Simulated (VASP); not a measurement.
# Al (I4/mmm) in VASP: notebook

Al is run at these levels: PBE+D3(BJ); tasks: single point.

Program: VASP 6.6.1. These are calculated values, not measurements. Logs are shortened: lines on timing, memory, paths and dates and some standing lists are left out, and cuts for length are marked.

## 1. The cell of the first run

Symmetry: I4/mmm, No. 139, tetragonal system. Conventional cell: a = 2.855 Å, b = 2.855 Å, c = 3.460 Å, α = 90.00°, β = 90.00°, γ = 90.00°. Within 3.5 Å of Al (site symmetry 4/mmm) lie 14 Al at 2.66 to 3.46 Å.

## 2. Single point, PBE+D3(BJ) (14.10 Å³/atom)

INCAR reads:

```
SYSTEM = Al
PREC = Accurate
ENCUT = 520
EDIFF = 1E-7
ISMEAR = 0
SIGMA = 0.15
LREAL = .FALSE.
LASPH = .TRUE.
NELM = 80
ALGO = Normal
ISIF = 2
LWAVE = .FALSE.
LCHARG = .FALSE.
GGA = PE
IVDW = 12
NBANDS = 8
```

KPOINTS reads:

```
regular mesh
0
G
  22 22 22
  0 0 0
```

POSCAR reads:

```
Al
1.0
    0.0000000000      2.0188630398      1.7299637388
    2.0188630398      0.0000000000      1.7299637388
    2.0188630398      2.0188630398      0.0000000000
Al
1
Direct
    0.0000000000      0.0000000000      0.0000000000
```

Potentials or basis: VASP PAW PBE potentials, release 64 (Al).

Launch:

```
cat potpaw_PBE.64/Al/POTCAR > POTCAR
mpirun -np 1 vasp_std > vasp.out
```

OUTCAR:

```text
SYSTEM = Al
   PREC = Accurate
   ENCUT = 520
   EDIFF = 1E-7
   ISMEAR = 0
   LREAL = .FALSE.
   LASPH = .TRUE.
   NELM = 80
   ISIF = 2
   GGA = PE
   IVDW = 12
 IVDW          = 12

 ion  position               nearest neighbor table
   1  0.000  0.000  0.000-

  LATTYP: Found a body centered tetragonal cell.
 ALAT       =     2.8551034915
 C/A-ratio  =     1.2118396016

  Lattice vectors:

 A1 = (   0.0000000000,  -2.0188630398,  -1.7299637388)
 A2 = (   0.0000000000,   2.0188630398,  -1.7299637388)
 A3 = (   2.0188630398,   0.0000000000,   1.7299637388)

Analysis of symmetry for initial positions (statically):
=====================================================================
 Subroutine PRICEL returns:
 Original cell was already a primitive cell.

 Routine SETGRP: Setting up the symmetry group for a
 body centered tetragonal supercell.

 Subroutine GETGRP returns: Found 16 space group operations
 (whereof 16 operations were pure point group operations)
 out of a pool of 16 trial point group operations.

The static configuration has the point symmetry D_4h.

Analysis of symmetry for dynamics (positions and initial velocities):
=====================================================================
 Subroutine PRICEL returns:
 Original cell was already a primitive cell.

 Routine SETGRP: Setting up the symmetry group for a
 body centered tetragonal supercell.

 Subroutine GETGRP returns: Found 16 space group operations
 (whereof 16 operations were pure point group operations)
 out of a pool of 16 trial point group operations.

The dynamic configuration has the point symmetry D_4h.

 Subroutine INISYM returns: Found 16 space group operations
 (whereof 16 operations are pure point group operations),
 and found     1 'primitive' translations

----------------------------------------------------------------------------------------

                                     Primitive cell

  volume of cell :      14.1020

  direct lattice vectors                    reciprocal lattice vectors
     0.000000000  2.018863040  1.729963739    -0.247664151  0.247664151  0.289023399
     2.018863040  0.000000000  1.729963739     0.247664151 -0.247664151  0.289023399
     2.018863040  2.018863040  0.000000000     0.247664151  0.247664151 -0.289023399

  length of vectors
     2.658680596  2.658680596  2.855103491     0.454103059  0.454103059  0.454103059

  position of ions in fractional coordinates (direct lattice)
     0.000000000  0.000000000  0.000000000

  ion indices of the primitive-cell ions
   primitive index   ion index
                 1           1

----------------------------------------------------------------------------------------

 KPOINTS: regular mesh

Automatic generation of k-mesh.
 Grid dimensions read from file:
 generate k-points for:   22   22   22

 Generating k-lattice:

  Cartesian coordinates                     Fractional coordinates (reciprocal lattice)
    -0.011257461  0.011257461  0.013137427     0.045454545 -0.000000000  0.000000000
     0.011257461 -0.011257461  0.013137427    -0.000000000  0.045454545  0.000000000
     0.011257461  0.011257461 -0.013137427     0.000000000  0.000000000  0.045454545

  Length of vectors
     0.020641048  0.020641048  0.020641048

  Shift w.r.t. Gamma in fractional coordinates (k-lattice)
     0.000000000  0.000000000  0.000000000

 Subroutine IBZKPT returns following result:
 ===========================================

 Found    834 irreducible k-points:

 Following reciprocal coordinates:
            Coordinates               Weight
  0.000000  0.000000  0.000000      1.000000
  0.045455  0.000000  0.000000      8.000000
  0.090909  0.000000  0.000000      8.000000
  0.136364  0.000000  0.000000      8.000000
  0.181818  0.000000  0.000000      8.000000
  0.227273  0.000000  0.000000      8.000000
[... 16 lines left out ...]
  0.500000  0.045455  0.000000      8.000000
 -0.454545  0.045455  0.000000      8.000000
 [... further k-points ...]
   k-points           NKPTS =    834   k-points in BZ     NKDIM =    834   number of bands    NBANDS=      8
   number of dos      NEDOS =    301   number of ions     NIONS =      1
   total plane-waves  NPLWV =   9600
   dimension x,y,z NGX =    20 NGY =   20 NGZ =   24
   dimension x,y,z NGXF=    40 NGYF=   40 NGZF=   48
   ions per type =               1
   NGX,Y,Z   is equivalent  to a cutoff of  12.51, 12.51, 13.97 a.u.
   NGXF,Y,Z  is equivalent  to a cutoff of  25.01, 25.01, 27.95 a.u.
 SYSTEM =  Al
   PREC   = accura    normal or accurate (medium, high low for compatibility)
   ISTART =      0    job   : 0-new  1-cont  2-samecut
   ICHARG =      2    charge: 1-file 2-atom 10-const
   ISPIN  =      1    spin polarized calculation?
   LNONCOLLINEAR =      F non collinear calculations
   LSORBIT =      F    spin-orbit coupling
   LASPH  =      T    aspherical Exc in radial PAW
   ENCUT  =  520.0 eV  38.22 Ry    6.18 a.u.   4.94  4.94  5.31*2*pi/ulx,y,z
   NELM   =     80;   NELMIN=  2; NELMDL= -5     # of ELM steps
   EDIFF  = 0.1E-06   stopping-criterion for ELM
   LREAL  =      F    real-space projection
   EDIFFG = 0.1E-05   stopping-criterion for IOM
   NSW    =      0    number of steps for IOM
   IBRION =     -1    ionic relax: 0-MD 1-quasi-New 2-CG
   NFREE  =      0    steps in history (QN), initial steepest desc. (CG)
   ISIF   =      2    stress and relaxation
   ISYM   =      2    0-nonsym 1-usesym 2-fastsym
   POTIM  = 0.5000    time-step for ionic-motion
   TEBEG  =    0.0;   TEEND  =   0.0 temperature during run
   PSTRESS=    0.0 pullay stress
   NELECT =       3.0000    total number of electrons
   NUPDOWN=      -1.0000    fix difference up-down
   EMIN   =  10.00;   EMAX   =-10.00  energy-range for DOS
   EFERMI =   0.00;   METHOD = LEGACY
   ISMEAR =     0;   SIGMA  =   0.15  broadening in eV -4-tet -1-fermi 0-gaus
   EFERMI_NEDOS =   21; number of points for ismear=-14 and -15
   IALGO  =     38    algorithm
   IMIX   =      4    mixing-type and parameters
     AMIX     =   0.40;   BMIX     =  1.00
     AMIX_MAG =   1.60;   BMIX_MAG =  1.00
  volume/ion in A,a.u.               =      14.10        95.16
  Fermi-wavevector in a.u.,A,eV,Ry     =   0.977286  1.846803 12.994760  0.955088
  Thomas-Fermi vector in A             =   2.107971
   LORBIT       =      0    0 simple, 1 ext, 2 COOP (PROOUT), +10 PAW based schemes
   GGA     = PE    functional components
   LHFCALC =     F    Hartree Fock is set to
   AEXX    =    0.0000 exact exchange contribution
   IVDW    =    12    specifies the selected vdW correction
   LEPSILON=     F    determine dielectric tensor
   LRPA    =     F    only Hartree local field effects (RPA)
 non-spin polarized calculation
 Gauss-broadening in eV      SIGMA  =   0.15
  energy-cutoff  :      520.00
  volume of cell :       14.10
 maximum number of plane-waves:       410
   NGX =  9   NGY =  9   NGZ = 11

 number of electron       3.0000000 magnetization

 Free energy of the ion-electron system (eV)
  ---------------------------------------------------
  ext. energy  EPLUGINS =         0.00000000
  ---------------------------------------------------
  free energy    TOTEN  =        -3.57882482 eV

  energy without entropy =       -3.57486485  energy(sigma->0) =       -3.57684484

 E-fermi :   9.7216     XC(G=0): -10.7805

 val. band max:        9.7144056058   @ k =  -0.2273   0.4545   0.2273
 cond. band min:       9.7382281694   @ k =  -0.3182   0.1364   0.0455
 fundamental gap:      0.0238225637
 Fermi energy:         9.7215717223

 k-point     1 :       0.0000    0.0000    0.0000
  band No.  band energies     occupation
      1      -2.5228      2.00000
      2      23.0564      0.00000
      3      23.0564      0.00000
      4      24.7430      0.00000
      5      25.9498      0.00000
      6      26.4373      0.00000
      7      26.4373      0.00000
      8      27.6398      0.00000

 k-point     2 :       0.0455    0.0000    0.0000
  band No.  band energies     occupation
      1      -2.4598      2.00000
      2      22.2712      0.00000
      3      22.8637      0.00000
      4      24.2715      0.00000
      5      26.1409      0.00000
      6      26.6808      0.00000
      7      26.7328      0.00000
      8      27.3655      0.00000

 k-point     3 :       0.0909    0.0000    0.0000
  band No.  band energies     occupation
      1      -2.2710      2.00000
      2      20.5147      0.00000
      3      22.4227      0.00000
      4      23.8239      0.00000
      5      26.4309      0.00000
      6      26.4384      0.00000
      7      26.9060      0.00000
      8      27.6028      0.00000

 k-point     4 :       0.1364    0.0000    0.0000
  band No.  band energies     occupation
      1      -1.9569      2.00000
      2      18.5378      0.00000
      3      21.9179      0.00000
      4      23.4620      0.00000
      5      25.5519      0.00000
      6      26.3841      0.00000
      7      27.3689      0.00000
      8      28.3867      0.00000

 k-point     5 :       0.1818    0.0000    0.0000
  band No.  band energies     occupation
      1      -1.5187      2.00000
      2      16.5549      0.00000
      3      21.4397      0.00000
      4      23.1470      0.00000
      5      24.6461      0.00000
      6      26.1565      0.00000
      7      27.3165      0.00000
      8      28.5029      0.00000

 k-point     6 :       0.2273    0.0000    0.0000
  band No.  band energies     occupation
      1      -0.9575      2.00000
      2      14.6250      0.00000
      3      21.0250      0.00000
      4      22.8813      0.00000
      5      23.7961      0.00000
      6      25.7723      0.00000
      7      26.9194      0.00000
      8      29.3547      0.00000

 k-point     7 :       0.2727    0.0000    0.0000
  band No.  band energies     occupation
      1      -0.2752      2.00000
      2      12.7712      0.00000
      3      20.6893      0.00000
      4      22.6735      0.00000
      5      23.0319      0.00000
      6      25.2149      0.00000
      7      26.7997      0.00000
      8      30.3618      0.00000
[... 133 lines left out ...]
 k-point    20 :       0.3636    0.0455    0.0000
  band No.  band energies     occupation
      1       1.3194      2.00000
      2       9.6993      1.16662
      3      19.2601      0.00000
      4      21.5890      0.00000
      5      23.0605      0.00000
      6      25.0624      0.00000
      7      28.8451      0.00000
      8      29.6426      0.00000

 k-point    21 :       0.4091    0.0455    0.0000
  band No.  band energies     occupation
      1       2.3273      2.00000
      2       8.1123      2.00000
      3      19.1968      0.00000
      4      21.5491      0.00000
      5      22.5699      0.00000
      6      24.4708      0.00000
      7      28.6574      0.00000
      8      29.5885      0.00000

 k-point    22 :       0.4545    0.0455    0.0000
  band No.  band energies     occupation
      1       3.4382      2.00000
      2       6.6370      2.00000
      3      19.2361      0.00000
      4      21.6100      0.00000
      5      22.1806      0.00000
      6      23.9556      0.00000
      7      27.9784      0.00000
      8      30.0851      0.00000

 k-point    23 :       0.5000    0.0455    0.0000
  band No.  band energies     occupation
      1       4.5400      2.00000
      2       5.3863      2.00000
      3      19.3794      0.00000
      4      21.7719      0.00000
      5      21.8931      0.00000
      6      23.5183      0.00000
      7      27.3376      0.00000
      8      30.7384      0.00000

 k-point    24 :      -0.4545    0.0455    0.0000
  band No.  band energies     occupation
      1       3.8791      2.00000
      2       6.1138      2.00000
      3      19.6272      0.00000
      4      21.7077      0.00000
      5      22.0299      0.00000
      6      23.1600      0.00000
      7      26.8138      0.00000
      8      31.4996      0.00000

 [... further k-points ...]

------------------------ aborting loop because EDIFF is reached ----------------------------------------

 Edisp (eV)   -0.39591

 E8    (eV) :    -0.1774

  FORCE on cell =-STRESS in cart. coord.  units (eV):
  Direction    XX          YY          ZZ          XY          YZ          ZX
  --------------------------------------------------------------------------------------
  -------------------------------------------------------------------------------------
  Total       0.89487     0.89487     1.81799     0.00000    -0.00000     0.00000
  in kB     101.66873   101.66873   206.54836     0.00000    -0.00000     0.00000
  external pressure =      136.63 kB  Pullay stress =        0.00 kB

 VOLUME and BASIS-vectors are now :
 -----------------------------------------------------------------------------
  energy-cutoff  :      520.00
  volume of cell :       14.10
      direct lattice vectors                 reciprocal lattice vectors
     0.000000000  2.018863040  1.729963739    -0.247664151  0.247664151  0.289023399
     2.018863040  0.000000000  1.729963739     0.247664151 -0.247664151  0.289023399
     2.018863040  2.018863040  0.000000000     0.247664151  0.247664151 -0.289023399

 POSITION                                       TOTAL-FORCE (eV/Angst)
 -----------------------------------------------------------------------------------
      0.00000      0.00000      0.00000        -0.000000      0.000000     -0.000000
 -----------------------------------------------------------------------------------
    total drift:                               -0.000000      0.000000      0.000000

  FREE ENERGIE OF THE ION-ELECTRON SYSTEM (eV)
  ---------------------------------------------------
  free  energy   TOTEN  =        -3.9747380073 eV

  energy  without entropy=       -3.9707780343  energy(sigma->0) =       -3.97275802
```

Run time: 34 s. Hardware: 1 thread of Intel Xeon Platinum 8559C (Emerald Rapids), shared host; peak memory 0.2 GiB.

Results:

- Free energy: -3.9747 eV
- Pressure: 13.7 GPa
- Band gap on the k mesh: zero (an odd number of electrons rules out a gap without spin polarisation)
- Dispersion energy per atom: -0.396 eV

Stress tensor (GPa, compression positive):
```
10.17  0.00  0.00
 0.00 10.17  0.00
 0.00  0.00 20.65
```

Caveat: the cell stands under pressure.

[end of part 1 of 2]
